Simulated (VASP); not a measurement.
# C (Fd-3m) in VASP: single point with PBE

Aim: the single point of C with PBE.

Everything below comes from runs of VASP 6.6.1. Logs are shortened: lines on timing, memory, paths and dates and some standing lists are left out, and cuts for length are marked.

### Step 1. The cell of the first run

The structure is cubic, space group Fd-3m (No. 227). Conventional cell: a = 3.572 Å, b = 3.572 Å, c = 3.572 Å, α = 90.00°, β = 90.00°, γ = 90.00°. Within 2.1 Å of C (site symmetry -43m) lie 4 C at 1.55 Å.

### Step 2. Single point, PBE

INCAR reads:

```
SYSTEM = C
PREC = Accurate
ENCUT = 600
EDIFF = 1E-6
ISMEAR = 0
SIGMA = 0.01
LREAL = .False.
LASPH = .True.
NELM = 120
ALGO = Normal
ISIF = 2
LWAVE = .False.
LCHARG = .False.
GGA = PE
NBANDS = 11
GGA_COMPAT = .False.
```

KPOINTS reads:

```
regular mesh
0
Gamma
  6 6 6
  0 0 0
```

POSCAR reads:

```
C
1.0
    0.0000000000      1.7857921262      1.7857921262
    1.7857921262      0.0000000000      1.7857921262
    1.7857921262      1.7857921262      0.0000000000
C
2
Direct
    0.0000000000      0.0000000000      0.0000000000
    0.2500000000      0.2500000000      0.2500000000
```

Potentials or basis: VASP PAW PBE potentials, release 64 (C).

Launch:

```console
$ cat potpaw_PBE.64/C/POTCAR > POTCAR
$ mpirun -np 1 vasp_std > vasp.out
```

OUTCAR:

```text
SYSTEM = C
   PREC = Accurate
   ENCUT = 600
   EDIFF = 1E-6
   ISMEAR = 0
   LREAL = .False.
   LASPH = .True.
   NELM = 120
   ISIF = 2
   GGA = PE

 ion  position               nearest neighbor table
   1  0.000  0.000  0.000-   2 1.55   2 1.55   2 1.55   2 1.55
   2  0.250  0.250  0.250-   1 1.55   1 1.55   1 1.55   1 1.55

  LATTYP: Found a face centered cubic cell.
 ALAT       =     3.5715842524

  Lattice vectors:

 A1 = (   0.0000000000,   1.7857921262,   1.7857921262)
 A2 = (   1.7857921262,   0.0000000000,   1.7857921262)
 A3 = (   1.7857921262,   1.7857921262,   0.0000000000)

Analysis of symmetry for initial positions (statically):
=====================================================================
 Subroutine PRICEL returns:
 Original cell was already a primitive cell.

 Routine SETGRP: Setting up the symmetry group for a
 face centered cubic supercell.

 Subroutine GETGRP returns: Found 48 space group operations
 (whereof 24 operations were pure point group operations)
 out of a pool of 48 trial point group operations.

The static configuration has the point symmetry T_d .
 The point group associated with its full space group is O_h .

Analysis of symmetry for dynamics (positions and initial velocities):
=====================================================================
 Subroutine PRICEL returns:
 Original cell was already a primitive cell.

 Routine SETGRP: Setting up the symmetry group for a
 face centered cubic supercell.

 Subroutine GETGRP returns: Found 48 space group operations
 (whereof 24 operations were pure point group operations)
 out of a pool of 48 trial point group operations.

The dynamic configuration has the point symmetry T_d .
 The point group associated with its full space group is O_h .

 Subroutine INISYM returns: Found 48 space group operations
 (whereof 24 operations are pure point group operations),
 and found     1 'primitive' translations

----------------------------------------------------------------------------------------

                                     Primitive cell

  volume of cell :      11.3900

  direct lattice vectors                    reciprocal lattice vectors
     0.000000000  1.785792126  1.785792126    -0.279987795  0.279987795  0.279987795
     1.785792126  0.000000000  1.785792126     0.279987795 -0.279987795  0.279987795
     1.785792126  1.785792126  0.000000000     0.279987795  0.279987795 -0.279987795

  length of vectors
     2.525491444  2.525491444  2.525491444     0.484953087  0.484953087  0.484953087

  position of ions in fractional coordinates (direct lattice)
     0.000000000  0.000000000  0.000000000
     0.250000000  0.250000000  0.250000000

  ion indices of the primitive-cell ions
   primitive index   ion index
                 1           1
                 2           2

----------------------------------------------------------------------------------------

 KPOINTS: regular mesh

Automatic generation of k-mesh.
 Grid dimensions read from file:
 generate k-points for:    6    6    6

 Generating k-lattice:

  Cartesian coordinates                     Fractional coordinates (reciprocal lattice)
    -0.046664633  0.046664633  0.046664633     0.166666667  0.000000000  0.000000000
     0.046664633 -0.046664633  0.046664633     0.000000000  0.166666667  0.000000000
     0.046664633  0.046664633 -0.046664633     0.000000000  0.000000000  0.166666667

  Length of vectors
     0.080825514  0.080825514  0.080825514

  Shift w.r.t. Gamma in fractional coordinates (k-lattice)
     0.000000000  0.000000000  0.000000000

 Subroutine IBZKPT returns following result:
 ===========================================

 Found     16 irreducible k-points:

 Following reciprocal coordinates:
            Coordinates               Weight
  0.000000  0.000000  0.000000      1.000000
  0.166667  0.000000  0.000000      8.000000
  0.333333  0.000000  0.000000      8.000000
  0.500000  0.000000  0.000000      4.000000
  0.166667  0.166667  0.000000      6.000000
  0.333333  0.166667  0.000000     24.000000
[... 8 lines left out ...]
 -0.333333  0.333333  0.166667     24.000000
 -0.333333  0.500000  0.166667     12.000000
   k-points           NKPTS =     16   k-points in BZ     NKDIM =     16   number of bands    NBANDS=     11
   number of dos      NEDOS =    301   number of ions     NIONS =      2
   total plane-waves  NPLWV =   8000
   dimension x,y,z NGX =    20 NGY =   20 NGZ =   20
   dimension x,y,z NGXF=    40 NGYF=   40 NGZF=   40
   ions per type =               2
   NGX,Y,Z   is equivalent  to a cutoff of  13.17, 13.17, 13.17 a.u.
   NGXF,Y,Z  is equivalent  to a cutoff of  26.33, 26.33, 26.33 a.u.
 SYSTEM =  C
   PREC   = accura    normal or accurate (medium, high low for compatibility)
   ISTART =      0    job   : 0-new  1-cont  2-samecut
   ICHARG =      2    charge: 1-file 2-atom 10-const
   ISPIN  =      1    spin polarized calculation?
   LNONCOLLINEAR =      F non collinear calculations
   LSORBIT =      F    spin-orbit coupling
   LASPH  =      T    aspherical Exc in radial PAW
   ENCUT  =  600.0 eV  44.10 Ry    6.64 a.u.   5.04  5.04  5.04*2*pi/ulx,y,z
   NELM   =    120;   NELMIN=  2; NELMDL= -5     # of ELM steps
   EDIFF  = 0.1E-05   stopping-criterion for ELM
   LREAL  =      F    real-space projection
   EDIFFG = 0.1E-04   stopping-criterion for IOM
   NSW    =      0    number of steps for IOM
   IBRION =     -1    ionic relax: 0-MD 1-quasi-New 2-CG
   NFREE  =      0    steps in history (QN), initial steepest desc. (CG)
   ISIF   =      2    stress and relaxation
   ISYM   =      2    0-nonsym 1-usesym 2-fastsym
   POTIM  = 0.5000    time-step for ionic-motion
   TEBEG  =    0.0;   TEEND  =   0.0 temperature during run
   PSTRESS=    0.0 pullay stress
   NELECT =       8.0000    total number of electrons
   NUPDOWN=      -1.0000    fix difference up-down
   EMIN   =  10.00;   EMAX   =-10.00  energy-range for DOS
   EFERMI =   0.00;   METHOD = LEGACY
   ISMEAR =     0;   SIGMA  =   0.01  broadening in eV -4-tet -1-fermi 0-gaus
   EFERMI_NEDOS =   21; number of points for ismear=-14 and -15
   IALGO  =     38    algorithm
   IMIX   =      4    mixing-type and parameters
     AMIX     =   0.40;   BMIX     =  1.00
     AMIX_MAG =   1.60;   BMIX_MAG =  1.00
  volume/ion in A,a.u.               =       5.69        38.43
  Fermi-wavevector in a.u.,A,eV,Ry     =   1.455226  2.749979 28.812842  2.117684
  Thomas-Fermi vector in A             =   2.572286
   LORBIT       =      0    0 simple, 1 ext, 2 COOP (PROOUT), +10 PAW based schemes
   GGA     = PE    functional components
   LHFCALC =     F    Hartree Fock is set to
   AEXX    =    0.0000 exact exchange contribution
   IVDW    =     0    specifies the selected vdW correction
   LEPSILON=     F    determine dielectric tensor
   LRPA    =     F    only Hartree local field effects (RPA)
 non-spin polarized calculation
 Gauss-broadening in eV      SIGMA  =   0.01
  energy-cutoff  :      600.00
  volume of cell :       11.39
 maximum number of plane-waves:       392
   NGX =  9   NGY =  9   NGZ =  9

 number of electron       7.9999999 magnetization

 Free energy of the ion-electron system (eV)
  ---------------------------------------------------
  ext. energy  EPLUGINS =         0.00000000
  ---------------------------------------------------
  free energy    TOTEN  =       -18.18101992 eV

  energy without entropy =      -18.18101992  energy(sigma->0) =      -18.18101992

 E-fermi :   9.8393     XC(G=0): -13.2288

 val. band max:        9.6732091519   @ k =   0.0000   0.0000   0.0000
 cond. band min:      13.8160964145   @ k =   0.3333   0.3333   0.0000
 fundamental gap:      4.1428872626
 Fermi energy:         9.8392951899

 k-point     1 :       0.0000    0.0000    0.0000
  band No.  band energies     occupation
      1     -11.7499      2.00000
      2       9.6732      2.00000
      3       9.6732      2.00000
      4       9.6732      2.00000
      5      15.2513      0.00000
      6      15.2513      0.00000
      7      15.2513      0.00000
      8      22.9113      0.00000
      9      28.9151      0.00000
     10      36.1621      0.00000
     11      36.1621      0.00000

 k-point     2 :       0.1667    0.0000    0.0000
  band No.  band energies     occupation
      1     -10.9854      2.00000
      2       5.9279      2.00000
      3       8.6542      2.00000
      4       8.6542      2.00000
      5      16.5875      0.00000
      6      16.5875      0.00000
      7      17.0401      0.00000
      8      23.5623      0.00000
      9      29.9032      0.00000
     10      32.4527      0.00000
     11      32.4527      0.00000

 k-point     3 :       0.3333    0.0000    0.0000
  band No.  band energies     occupation
      1      -8.7433      2.00000
      2       0.3298      2.00000
      3       7.3626      2.00000
      4       7.3626      2.00000
      5      17.9297      0.00000
      6      17.9297      0.00000
      7      18.1947      0.00000
      8      24.8703      0.00000
      9      30.5636      0.00000
     10      32.8598      0.00000
     11      32.8598      0.00000

 k-point     4 :       0.5000    0.0000    0.0000
  band No.  band energies     occupation
      1      -5.9984      2.00000
      2      -3.6565      2.00000
      3       6.8831      2.00000
      4       6.8831      2.00000
      5      18.1138      0.00000
      6      18.1138      0.00000
      7      18.4651      0.00000
      8      25.3311      0.00000
      9      31.5015      0.00000
     10      33.7692      0.00000
     11      35.5496      0.00000

 k-point     5 :       0.1667    0.1667    0.0000
  band No.  band energies     occupation
      1     -10.7310      2.00000
      2       7.1119      2.00000
      3       7.1119      2.00000
      4       7.4343      2.00000
      5      14.5907      0.00000
      6      18.6703      0.00000
      7      18.6703      0.00000
      8      22.3123      0.00000
      9      29.4727      0.00000
     10      30.4778      0.00000
     11      37.4580      0.00000
[... 99 lines left out ...]
 k-point    13 :       0.5000    0.5000    0.0000
  band No.  band energies     occupation
      1      -3.0633      2.00000
      2      -3.0633      2.00000
      3       3.3989      2.00000
      4       3.3989      2.00000
      5      14.4223      0.00000
      6      14.4223      0.00000
      7      26.4154      0.00000
      8      26.4154      0.00000
      9      32.8234      0.00000
     10      32.8234      0.00000
     11      41.9658      0.00000

 k-point    14 :       0.5000    0.3333    0.1667
  band No.  band energies     occupation
      1      -6.8087      2.00000
      2       0.9998      2.00000
      3       2.3882      2.00000
      4       4.8867      2.00000
      5      17.3519      0.00000
      6      19.6548      0.00000
      7      21.0445      0.00000
      8      23.7845      0.00000
      9      30.2971      0.00000
     10      31.6326      0.00000
     11      36.7252      0.00000

 k-point    15 :      -0.3333    0.3333    0.1667
  band No.  band energies     occupation
      1      -4.2244      2.00000
      2      -2.0083      2.00000
      3       1.8751      2.00000
      4       3.7708      2.00000
      5      18.4508      0.00000
      6      19.6746      0.00000
      7      23.3648      0.00000
      8      23.6180      0.00000
      9      27.7837      0.00000
     10      32.9819      0.00000
     11      36.9179      0.00000

 k-point    16 :      -0.3333    0.5000    0.1667
  band No.  band energies     occupation
      1      -2.5235      2.00000
      2      -2.5235      2.00000
      3       1.8941      2.00000
      4       1.8941      2.00000
      5      17.8742      0.00000
      6      17.8742      0.00000
      7      24.1277      0.00000
      8      24.1277      0.00000
      9      31.2940      0.00000
     10      31.2940      0.00000
     11      40.2781      0.00000

------------------------ aborting loop because EDIFF is reached ----------------------------------------

  FORCE on cell =-STRESS in cart. coord.  units (eV):
  Direction    XX          YY          ZZ          XY          YZ          ZX
  --------------------------------------------------------------------------------------
  -------------------------------------------------------------------------------------
  Total        0.0048844      0.0048844      0.0048844      0.0000000     -0.0000000      0.0000000
  in kB        0.6870633      0.6870633      0.6870633      0.0000000     -0.0000000      0.0000000
  external PRESSURE =       0.6870633 kB  Pullay stress =       0.0000000 kB

 VOLUME and BASIS-vectors are now :
 -----------------------------------------------------------------------------
  energy-cutoff  :      600.00
  volume of cell :       11.39
      direct lattice vectors                 reciprocal lattice vectors
     0.000000000  1.785792126  1.785792126    -0.279987795  0.279987795  0.279987795
     1.785792126  0.000000000  1.785792126     0.279987795 -0.279987795  0.279987795
     1.785792126  1.785792126  0.000000000     0.279987795  0.279987795 -0.279987795

 POSITION                                       TOTAL-FORCE (eV/Angst)
 -----------------------------------------------------------------------------------
      0.00000      0.00000      0.00000         0.000000      0.000000      0.000000
      0.89290      0.89290      0.89290        -0.000000     -0.000000     -0.000000
 -----------------------------------------------------------------------------------
    total drift:                                0.000000      0.000000      0.000000

  FREE ENERGIE OF THE ION-ELECTRON SYSTEM (eV)
  ---------------------------------------------------
  free  energy   TOTEN  =       -18.1810199152 eV

  energy  without entropy=      -18.1810199152  energy(sigma->0) =      -18.18101992
```

Run time: 1.6 s. Hardware: 1 thread of Intel Xeon 6975P-C (Granite Rapids), shared host; peak memory 0.11 GiB.

What came out:

* Free energy: -18.1810 eV
* Pressure: 0.1 GPa
* Band gap on the k mesh: 4.14 eV, indirect (least direct gap 5.58 eV)

Levels at points of the mesh, in eV from the valence-band top:
```
           k point  band 2  band 3  band 4  band 5  band 6  band 7
(0.00, 0.00, 0.00)    0.00    0.00    0.00    5.58    5.58    5.58
(0.50, 0.00, 0.00)  -13.33   -2.79   -2.79    8.44    8.44    8.79
(0.50, 0.50, 0.00)  -12.74   -6.27   -6.27    4.75    4.75   16.74
```

Caveat: the k points lie up to 0.51 Å⁻¹ apart. A k mesh can miss the band edges.
